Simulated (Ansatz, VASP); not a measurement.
# One calculation of Ta2C, two programs

```
CELL_PARAMETERS angstrom
3.50140 0.00000 0.00000
-1.75070 3.03230 0.00000
0.00000 0.00000 4.92108
ATOMIC_POSITIONS crystal
Ta 0.33333 0.66667 0.25288
Ta 0.66667 0.33333 0.74712
C 0.00000 0.00000 0.00000
```

Change from the starting cell: strain +0.1312 x Voigt [1, 1, 0, 0, 0, 0], atoms carried along.

Alike in both runs: task single point; functional PBEsol; k mesh 18 × 18 × 10; occupations gaussian, width 0.15 eV; no spin polarisation.

|  | VASP | Ansatz |
| --- | --- | --- |
| version | VASP 6.6.1 | Ansatz 0.2.0 |
| potentials or method | VASP PAW PBE potentials, release 64 (Ta_pv, C), cutoff 520 eV | scalar-relativistic, plane waves, PAW |
| valence electrons in the cell | 26 | 30 |

|  | VASP | Ansatz | Ansatz less VASP |
| --- | --- | --- | --- |
| gap on the k mesh at the Fermi level (eV) | none | none | - |
| pressure (GPa) | -40.6 | -40.7 | -0.13 |
| traceless stress, the component that is largest in VASP (GPa) | 15.93 | 16.02 | +0.082 |
| rms of the force components (eV/Å) | 0.604 | 0.614 | +0.0094 |

VASP's potentials were made for PBE, not for PBEsol. Atom by atom the forces differ by 0.009 eV/Å (rms over components). A gap of «none» marks a metal or a gap that the smearing closes. Both programs put the cell under strong tension, so it lies far from rest at this level. VASP's potentials hold 26 valence electrons a cell and Ansatz's 30, so a difference there can come from the potentials and not from the codes.

Neither program's run includes spin-orbit coupling. Noted on VASP's run: the cell as given lies far from equilibrium.
